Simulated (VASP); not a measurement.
Runs of VASP 6.6.1 on IrS. The structure is that of space group P6_3/mmc (No. 194), or close to it. The cells are those of the table. 

```tsv
task	potentials or basis	cell	cutoff (eV)	second run	gap on the mesh (eV)	pressure (GPa)
relaxation of shape and atoms at fixed volume	VASP PAW PBE potentials, release 64 (Ir, S)	relaxed from a = 3.491, b = 3.491, c = 5.383 Å, angles 90.0, 90.0, 120.0°, 4 atoms	600	-	none	10.8
relaxation of cell and atoms	VASP PAW PBE potentials, release 64 (Ir, S)	relaxed from a = 3.752, b = 3.752, c = 5.229 Å, angles 90.0, 90.0, 120.0°, 4 atoms	600	-	none	0.0
single point	VASP PAW PBE potentials, release 64 (Ir, S)	a = 3.544, b = 3.544, c = 5.442 Å, angles 90.0, 90.0, 120.0°, 4 atoms	520	-	none	1.1
single point	VASP PAW PBE potentials, release 64 (Ir, S)	a = 3.487, b = 3.487, c = 5.397 Å, angles 90.0, 90.0, 120.0°, 4 atoms	520	-	none	10.7
single point	VASP PAW PBE potentials, release 64 (Ir_sv_GW, S)	a = 3.544, b = 3.544, c = 5.442 Å, angles 90.0, 90.0, 120.0°, 4 atoms	500	valence_matched	none	(a)
```

Alike in all rows: level PBEsol; no spin polarisation; k mesh 10 × 10 × 6; smearing gaussian 0.05 eV.

**Question.** Estimate the missing entries.

**Answer.** (a) -1.4.

Caveats: the PAW data sets were made with another functional, which shifts forces and pressure a little; spin-orbit coupling is left out, which moves the levels of the heavy elements.

A k mesh can miss the band edges, and the runs leave out spin-orbit coupling on Ir.

A gap of «none» marks levels without a gap at the run's occupations.

The runs don't all hold the same shells in valence.
